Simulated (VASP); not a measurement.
# In (I-42d) in VASP: notebook

In is run at these levels: PBE; tasks: single point, relaxation of cell and atoms.

Program: VASP 6.6.1. These are calculated values, not measurements. Logs are shortened: lines on timing, memory, paths and dates and some standing lists are left out, and cuts for length are marked.

## Step 1: The cell of the first run

The structure is tetragonal, space group I-42d (No. 122). The conventional cell has a = 5.872 Å, b = 5.872 Å, c = 6.086 Å, α = 90.00°, β = 90.00°, γ = 90.00°. Within 4.1 Å of In (site symmetry 2) lie 12 In at 3.08 to 3.79 Å.

## Step 2: Single point, PBE

Input file INCAR:

```
SYSTEM = In
ALGO     = Normal         ! electronic algorithm
EDIFF    = 1E-6           ! SCF threshold, eV
ENCUT    = 520            ! plane-wave cutoff, eV
GGA      = PE             ! functional
ISIF     = 2              ! what is computed and relaxed
ISMEAR   = 0              ! smearing method
LASPH    = .TRUE.         ! aspherical terms in the spheres
LCHARG   = .FALSE.        ! write CHGCAR
LREAL    = .FALSE.        ! projectors in reciprocal space
LWAVE    = .FALSE.        ! write WAVECAR
NBANDS   = 34             ! bands
NELM     = 100            ! most SCF steps
PREC     = Accurate       ! precision mode
SIGMA    = 0.1            ! smearing width, eV
```

Input file KPOINTS:

```
k-points
0
G
  4 4 4
  0 0 0
```

Input file POSCAR:

```
In
1.0
   -2.9360569700      2.9360569700      3.0430076300
    2.9360569700     -2.9360569700      3.0430076300
    2.9360569700      2.9360569700     -3.0430076300
In
4
Direct
    0.8750000000      0.3292670200      0.9542670200
    0.3750000000      0.9207329800      0.0457329800
    0.6707329800      0.6250000000      0.5457329800
    0.0792670200      0.1250000000      0.4542670200
```

Potentials or basis: VASP PAW PBE potentials, release 64 (In_d).

Started as:

```bash
$ cat potpaw_PBE.64/In_d/POTCAR > POTCAR
$ mpirun -np 1 vasp_std > vasp.out
```

OUTCAR:

```text
SYSTEM = In
   EDIFF = 1E-6
   ENCUT = 520
   GGA = PE
   ISIF = 2
   ISMEAR = 0
   LASPH = .TRUE.
   LREAL = .FALSE.
   NELM = 100
   PREC = Accurate

 ion  position               nearest neighbor table
   1  0.875  0.329  0.954-   3 3.08   4 3.08   4 3.08   3 3.08   2 3.09   2 3.09   4 3.56   4 3.56
                             3 3.56   3 3.56   2 3.79   2 3.79
   2  0.375  0.921  0.046-   4 3.08   4 3.08   3 3.08   3 3.08   1 3.09   1 3.09   4 3.56   4 3.56
                             3 3.56   3 3.56   1 3.79   1 3.79
   3  0.671  0.625  0.546-   1 3.08   1 3.08   2 3.08   2 3.08   4 3.09   4 3.09   2 3.56   2 3.56
                             1 3.56   1 3.56   4 3.79   4 3.79
   4  0.079  0.125  0.454-   1 3.08   2 3.08   1 3.08   2 3.08   3 3.09   3 3.09   1 3.56   1 3.56
                             2 3.56   2 3.56   3 3.79   3 3.79

  LATTYP: Found a body centered tetragonal cell.
 ALAT       =     5.8721139400
 C/A-ratio  =     1.0364266297

  Lattice vectors:

 A1 = (  -2.9360569700,   2.9360569700,   3.0430076300)
 A2 = (   2.9360569700,  -2.9360569700,   3.0430076300)
 A3 = (   2.9360569700,   2.9360569700,  -3.0430076300)

Analysis of symmetry for initial positions (statically):
=====================================================================
 Subroutine PRICEL returns:
 Original cell was already a primitive cell.

 Routine SETGRP: Setting up the symmetry group for a
 body centered tetragonal supercell.

 Subroutine GETGRP returns: Found  8 space group operations
 (whereof  4 operations were pure point group operations)
 out of a pool of 16 trial point group operations.

The static configuration has the point symmetry S_4 .
 The point group associated with its full space group is D_2d.

Analysis of symmetry for dynamics (positions and initial velocities):
=====================================================================
 Subroutine PRICEL returns:
 Original cell was already a primitive cell.

 Routine SETGRP: Setting up the symmetry group for a
 body centered tetragonal supercell.

 Subroutine GETGRP returns: Found  8 space group operations
 (whereof  4 operations were pure point group operations)
 out of a pool of 16 trial point group operations.

The dynamic configuration has the point symmetry S_4 .
 The point group associated with its full space group is D_2d.

 Subroutine INISYM returns: Found  8 space group operations
[... 86 lines left out ...]
   LASPH  =      T    aspherical Exc in radial PAW
   ENCUT  =  520.0 eV  38.22 Ry    6.18 a.u.   9.57  9.57  9.57*2*pi/ulx,y,z
   NELM   =    100;   NELMIN=  2; NELMDL= -5     # of ELM steps
   EDIFF  = 0.1E-05   stopping-criterion for ELM
   LREAL  =      F    real-space projection
   EDIFFG = 0.1E-04   stopping-criterion for IOM
   NSW    =      0    number of steps for IOM
   IBRION =     -1    ionic relax: 0-MD 1-quasi-New 2-CG
   NFREE  =      0    steps in history (QN), initial steepest desc. (CG)
   ISIF   =      2    stress and relaxation
   ISYM   =      2    0-nonsym 1-usesym 2-fastsym
   POTIM  = 0.5000    time-step for ionic-motion
   TEBEG  =    0.0;   TEEND  =   0.0 temperature during run
   PSTRESS=    0.0 pullay stress
   NELECT =      52.0000    total number of electrons
   NUPDOWN=      -1.0000    fix difference up-down
   EMIN   =  10.00;   EMAX   =-10.00  energy-range for DOS
   EFERMI =   0.00;   METHOD = LEGACY
   ISMEAR =     0;   SIGMA  =   0.10  broadening in eV -4-tet -1-fermi 0-gaus
   EFERMI_NEDOS =   21; number of points for ismear=-14 and -15
   IALGO  =     38    algorithm
   IMIX   =      4    mixing-type and parameters
     AMIX     =   0.40;   BMIX     =  1.00
     AMIX_MAG =   1.60;   BMIX_MAG =  1.00
  volume/ion in A,a.u.               =      26.23       177.02
  Fermi-wavevector in a.u.,A,eV,Ry     =   1.295523  2.448184 22.835760  1.678381
  Thomas-Fermi vector in A             =   2.427038
   LORBIT       =      0    0 simple, 1 ext, 2 COOP (PROOUT), +10 PAW based schemes
   GGA     = PE    functional components
   LHFCALC =     F    Hartree Fock is set to
   AEXX    =    0.0000 exact exchange contribution
   IVDW    =     0    specifies the selected vdW correction
   LEPSILON=     F    determine dielectric tensor
   LRPA    =     F    only Hartree local field effects (RPA)
 non-spin polarized calculation
 Gauss-broadening in eV      SIGMA  =   0.10
  energy-cutoff  :      520.00
  volume of cell :      104.93
 maximum number of plane-waves:      2851
 NGX is ok and might be reduce to    40
   NGX = 19   NGY = 19   NGZ = 19

 number of electron      52.0000014 magnetization

 Free energy of the ion-electron system (eV)
  ---------------------------------------------------
  ext. energy  EPLUGINS =         0.00000000
  ---------------------------------------------------
  free energy    TOTEN  =        -9.83635732 eV

  energy without entropy =       -9.82248144  energy(sigma->0) =       -9.82941938

 E-fermi :   7.4361     XC(G=0): -10.1956

 val. band max:        7.4223788462   @ k =  -0.2500   0.2500   0.2500
 cond. band min:       7.5403024287   @ k =  -0.2500   0.2500   0.2500
 fundamental gap:      0.1179235825
 Fermi energy:         7.4361288696

 k-point     1 :       0.0000    0.0000    0.0000
  band No.  band energies     occupation
      1      -7.5325      2.00000
      2      -7.4172      2.00000
      3      -7.3549      2.00000
      4      -7.3284      2.00000
      5      -7.2395      2.00000
      6      -7.2176      2.00000
[... 470 lines left out ...]
     33      14.4186      0.00000
     34      14.4186      0.00000

------------------------ aborting loop because EDIFF is reached ----------------------------------------

  FORCE on cell =-STRESS in cart. coord.  units (eV):
  Direction    XX          YY          ZZ          XY          YZ          ZX
  --------------------------------------------------------------------------------------
  -------------------------------------------------------------------------------------
  Total        2.9820960      2.9820960      2.2397269      0.0000000      0.0000000      0.0000000
  in kB       45.5344619     45.5344619     34.1990196      0.0000000      0.0000000      0.0000000
  external PRESSURE =      41.7559811 kB  Pullay stress =       0.0000000 kB

 VOLUME and BASIS-vectors are now :
 -----------------------------------------------------------------------------
  energy-cutoff  :      520.00
  volume of cell :      104.93
      direct lattice vectors                 reciprocal lattice vectors
    -2.936056970  2.936056970  3.043007630     0.000000000  0.170296423  0.164311123
     2.936056970 -2.936056970  3.043007630     0.170296423  0.000000000  0.164311123
     2.936056970  2.936056970 -3.043007630     0.170296423  0.170296423  0.000000000

 POSITION                                       TOTAL-FORCE (eV/Angst)
 -----------------------------------------------------------------------------------
      1.19948      4.40409      0.76075         0.353358      0.000000     -0.000000
      1.73658     -1.46803      3.80376        -0.353358      0.000000      0.000000
      1.46803      1.73658      2.28226         0.000000     -0.353358      0.000000
      1.46803      1.19948     -0.76075         0.000000      0.353358     -0.000000
 -----------------------------------------------------------------------------------
    total drift:                                0.000000      0.000000     -0.000000

  FREE ENERGIE OF THE ION-ELECTRON SYSTEM (eV)
  ---------------------------------------------------
  free  energy   TOTEN  =        -9.8363573239 eV

  energy  without entropy=       -9.8224814366  energy(sigma->0) =       -9.82941938
```

OSZICAR:

```text
N       E                     dE             d eps       ncg     rms          rms(c)
DAV:   1     0.507081224977E+03    0.50708E+03   -0.25486E+04   884   0.218E+03
DAV:   2     0.422146863788E+02   -0.46487E+03   -0.45688E+03   884   0.484E+02
DAV:   3    -0.791131979484E+01   -0.50126E+02   -0.49585E+02   968   0.184E+02
DAV:   4    -0.988260607659E+01   -0.19713E+01   -0.19677E+01  1032   0.413E+01
DAV:   5    -0.997169754342E+01   -0.89091E-01   -0.89081E-01  1362   0.700E+00    0.534E+00
DAV:   6    -0.986108007834E+01    0.11062E+00   -0.19956E-01  1176   0.585E+00    0.260E+00
DAV:   7    -0.983718342677E+01    0.23897E-01   -0.80143E-02  1188   0.327E+00    0.510E-01
DAV:   8    -0.983631982880E+01    0.86360E-03   -0.11012E-02   962   0.116E+00    0.958E-02
DAV:   9    -0.983635606635E+01   -0.36238E-04   -0.10165E-03  1262   0.340E-01    0.628E-02
DAV:  10    -0.983635898950E+01   -0.29232E-05   -0.93365E-05  1338   0.907E-02    0.214E-02
DAV:  11    -0.983635790296E+01    0.10865E-05   -0.45091E-06   868   0.170E-02    0.337E-03
DAV:  12    -0.983635732393E+01    0.57903E-06   -0.65434E-07   484   0.932E-03
   1 F= -.98363573E+01 E0= -.98294194E+01  d E =-.138759E-01
```

stdout:

```text
POSCAR found type information on POSCAR In
 POSCAR found :  1 types and       4 ions
 scaLAPACK will be used
 LDA part: xc-table for (Slater+PW92), standard interpolation
 POSCAR, INCAR and KPOINTS ok, starting setup
 FFT: planning ... GRIDC
 FFT: planning ... GRID_SOFT
 FFT: planning ... GRID
 WAVECAR not read
 entering main loop
```

Run time: 26 s. Hardware: 1 thread of AMD EPYC 9R45 (Zen 5), shared host; peak memory 0.2 GiB.

What came out:

| Quantity | Value |
| --- | --- |
| Free energy | -9.8364 eV |
| Pressure | 4.2 GPa |
| Largest force | 0.353 eV/Å |
| Band gap on the k mesh | zero (bands 26 and 27 overlap by 2.82 eV) |

Forces on the atoms (eV/Å):
```
In   0.353  0.000  0.000
In  -0.353  0.000  0.000
In   0.000 -0.353  0.000
In   0.000  0.353  0.000
```

Stress tensor (GPa, compression positive):
```
4.55 0.00 0.00
0.00 4.55 0.00
0.00 0.00 3.42
```

Caveat: the k points lie up to 0.37 Å⁻¹ apart, too coarse for converged energies and pressures of a metal; spin-orbit coupling is left out, which moves the levels of the heavy elements.

## Step 3: Relaxation of cell and atoms, PBE

Input file INCAR:

```
PREC = Accurate
ENCUT = 600
EDIFF = 1E-6
ISMEAR = 0
SIGMA = 0.1
LREAL = False
LASPH = True
NELM = 100
ALGO = Fast
ISIF = 3
LWAVE = False
LCHARG = False
GGA = PE
IBRION = 2
NSW = 90
EDIFFG = -0.04
```

Input file KPOINTS:

```
Automatic mesh
0
Gamma
  4 4 4
```

POSCAR is that of step 2.

Potentials or basis: VASP PAW PBE potentials, release 64 (In_d).

Started as:

```bash
$ cat potpaw_PBE.64/In_d/POTCAR > POTCAR
$ mpirun -np 1 vasp_std > vasp.out
```

It took 9.7 min on 1 thread of AMD EPYC 9R45 (Zen 5), shared host; peak memory 0.25 GiB.

It converged, with:

- Free energy: -10.0587 eV
- Relaxed volume: 27.86 Å³/atom
- Relaxed cell: a = 5.251 Å, b = 5.251 Å, c = 5.251 Å, α = 110.13°, β = 110.13°, γ = 108.16°
- Space group after relaxing (to 0.1 Å): I4/mmm (No. 139)
- Energy gained by relaxing: 55.6 meV/atom
- Ionic steps: 18
- Pressure after relaxing: 0.1 GPa
- Band gap on the k mesh: zero (bands 26 and 27 overlap by 3.38 eV)

Forces on the atoms (eV/Å):
```
In  -0.002  0.000  0.000
In   0.002  0.000  0.000
In   0.000  0.002  0.000
In   0.000 -0.002  0.000
```

The path:
```csv
step,energy change (eV),largest force (eV/Å),pressure (GPa),volume (Å³)
1,0.0000,0.3536,4.21,104.93
2,-0.1531,0.1458,0.15,115.74
3,-0.1541,0.1284,-0.14,116.91
4,-0.1580,0.1197,-0.16,116.63
5,-0.1659,0.0997,-0.07,115.77
6,-0.1653,0.0773,0.24,114.05
7,-0.1684,0.0908,-0.02,115.00
8,-0.1710,0.0865,0.00,114.81
9,-0.1786,0.0847,-0.09,114.26
10,-0.1917,0.0852,0.24,113.17
11,-0.2065,0.0628,0.36,110.98
12,-0.2069,0.0548,0.63,110.25
13,-0.2105,0.0454,0.66,110.39
14,-0.2174,0.0126,0.27,110.79
15,-0.2124,0.0457,0.04,111.60
16,-0.2184,0.0079,0.14,111.04
17,-0.2216,0.0041,0.11,111.29
18,-0.2223,0.0024,0.12,111.44
```

Final structure:
```
In
1.0
    -3.00717    3.00717    3.08068
     3.00717   -3.00717    3.08068
     3.00717    3.00717   -3.08068
In
4
Direct
  0.87500 0.37601 0.00101
  0.37500 0.87399 0.99899
  0.62399 0.62500 0.49899
  0.12601 0.12500 0.50101
```

Levels at points of the mesh, in eV from the Fermi level:
```
           k point  band 23  band 24  band 25  band 26  band 27  band 28  band 29  band 30
(0.00, 0.00, 0.00)    -1.52    -1.36    -0.61    -0.61    -0.31    -0.31     1.36     1.36
(0.50, 0.00, 0.00)    -3.22    -3.20    -0.95    -0.93     2.06     2.07     2.58     2.60
(0.50, 0.50, 0.00)    -2.43    -2.43    -2.27    -2.27     2.28     2.28     3.09     3.09
(0.50, 0.50, 0.50)    -4.55    -4.55    -3.24    -3.24     2.64     2.64     4.33     4.33
```

Caveat: the k points lie up to 0.36 Å⁻¹ apart in the final cell, too coarse for converged energies and pressures of a metal; spin-orbit coupling is left out, which moves the levels of the heavy elements.

The gap in the log of VASP goes by the Fermi energy; the results here count the filled bands.